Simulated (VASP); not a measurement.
A run of VASP 6.6.1 is set up as follows.

The input INCAR:

```
SYSTEM = V
PREC     = Accurate       ! precision mode
ENCUT    = 520            ! plane-wave cutoff, eV
EDIFF    = 1E-6           ! SCF threshold, eV
ISMEAR   = -1             ! smearing method
SIGMA    = 0.05           ! smearing width, eV
LREAL    = .False.        ! projectors in reciprocal space
LASPH    = .True.         ! aspherical terms in the spheres
NELM     = 150            ! most SCF steps
ALGO     = Normal         ! electronic algorithm
ISIF     = 2              ! what is computed and relaxed
LWAVE    = .False.        ! write WAVECAR
LCHARG   = .True.         ! write CHGCAR
ISPIN    = 2              ! spin polarisation
MAGMOM   = 1.461 1.461    ! initial moments
LORBIT   = 11             ! projections on sites
LMAXMIX  = 4              ! l up to which the mixer works
GGA      = PE             ! functional
LELF     = .True.         ! ELF
LVHAR    = .True.       
NBANDS   = 24             ! bands
```

KPOINTS

```
Automatic mesh
0
Gamma
  16 16 16
  0 0 0
```

File POSCAR:

```
V
1.0
    0.0000000000      2.7341638524      2.7341638524
    2.7341638524      0.0000000000      2.7341638524
    2.7341638524      2.7341638524      0.0000000000
V
2
Direct
    0.1250000000      0.1250000000      0.1250000000
    0.8750000000      0.8750000000      0.8750000000
```

Potentials or basis: VASP PAW PBE potentials, release 64 (V_sv).

Launch:

```sh
$ cat potpaw_PBE.64/V_sv/POTCAR > POTCAR
$ mpirun -np 1 vasp_std > vasp.out
```

What does it give for the site moments?

V +1.72 μB.

Estimate the net moment.

3.79 μB per cell.

Estimate the pressure.

0.2 GPa.
